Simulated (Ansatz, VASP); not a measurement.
## Mg2Si3N in VASP and in Ansatz

```
Mg Si N
1.0
     3.84779    0.00000    0.00000
    -1.92390    3.33229    0.00000
     0.00000    0.00000    7.65910
Mg Si N
2 3 1
Direct
  0.33333 0.66667 0.73280
  0.33333 0.66667 0.26720
  0.66667 0.33333 0.00000
  0.00000 0.00000 0.50000
  0.00000 0.00000 0.00000
  0.66667 0.33333 0.50000
```

Change from the starting cell: species swapped into the Ce2CuSi3 type (P-6m2, No. 187).

Alike in both runs: functional PBE; k mesh 12 × 12 × 6; occupations gaussian, width 0.1 eV; no spin polarisation.

Ansatz relaxed the structure, and its values are those at the end. VASP's run is a single point on that final structure, the one shown.

```csv
,VASP,Ansatz
version,VASP 6.6.1,Ansatz 0.2.0
potentials or method,"VASP PAW PBE potentials, release 64 (Mg, Si, N), cutoff 520 eV","scalar-relativistic, plane waves, PAW"
valence electrons in the cell,21,37
```

Ansatz gave:

| Item | Value |
| --- | --- |
| gap on the k mesh at the Fermi level (eV) | none |
| pressure (GPa) | 0.0 |

What did VASP give for the same quantities?

gap on the k mesh at the Fermi level (eV): none; pressure (GPa): -0.2.

A gap of «none» marks a metal or a gap that the smearing closes. VASP's potentials hold 21 valence electrons a cell and Ansatz's 37, so a difference there can come from the potentials and not from the codes.
